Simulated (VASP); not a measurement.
Write the native input for VASP 6.6.1 that does the following.

```yaml
Task: single point
Functional: PBEsol
Potentials_or_basis: VASP PAW PBE potentials, release 64 (Ba_sv)
Cutoff: 520 eV
k_mesh: 11 × 11 × 11
Occupations: fermi-dirac, width 0.08 eV
Spin: no spin polarisation
Dipole_correction: no
Further_INCAR_settings: ALGO = Normal; EDIFF = 1e-07; NBANDS = 11
```

The structure of Ba lies in POSCAR:

```
Ba
1.0
   -2.1653400821      2.1653400821      2.1653400821
    2.1653400821     -2.1653400821      2.1653400821
    2.1653400821      2.1653400821     -2.1653400821
Ba
1
Direct
    0.0000000000      0.0000000000      0.0000000000
```

This cell differs from its parent crystal: volume scaled by 0.7.

The input as run:

INCAR

```
SYSTEM = Ba
PREC = Accurate
ENCUT = 520
EDIFF = 1E-7
ISMEAR = -1
SIGMA = 0.08
LREAL = .FALSE.
LASPH = .TRUE.
NELM = 80
ALGO = Normal
ISIF = 2
LWAVE = .FALSE.
LCHARG = .TRUE.
GGA = PS
LELF = .TRUE.
LVHAR = .TRUE.
NBANDS = 11
```

KPOINTS

```
regular mesh
0
G
  11 11 11
  0 0 0
```

Potentials or basis: VASP PAW PBE potentials, release 64 (Ba_sv).

The run is started by

```console
$ cat potpaw_PBE.64/Ba_sv/POTCAR > POTCAR
$ mpirun -np 1 vasp_std > vasp.out
```

Results of the run:

```
Pressure               : 5.7 GPa
Band gap on the k mesh : zero (band 5 reaches 3.99 eV, above the bottom of band 6 at 2.01 eV)
```

Caveat: the PAW data sets were made with another functional, which shifts forces and pressure a little; spin-orbit coupling is left out, which moves the levels of the heavy elements.

Run time: 9 s on 1 thread of Intel(R) Xeon(R) 6975P-C (Granite Rapids) (shared host), peak memory 0.16 GiB.
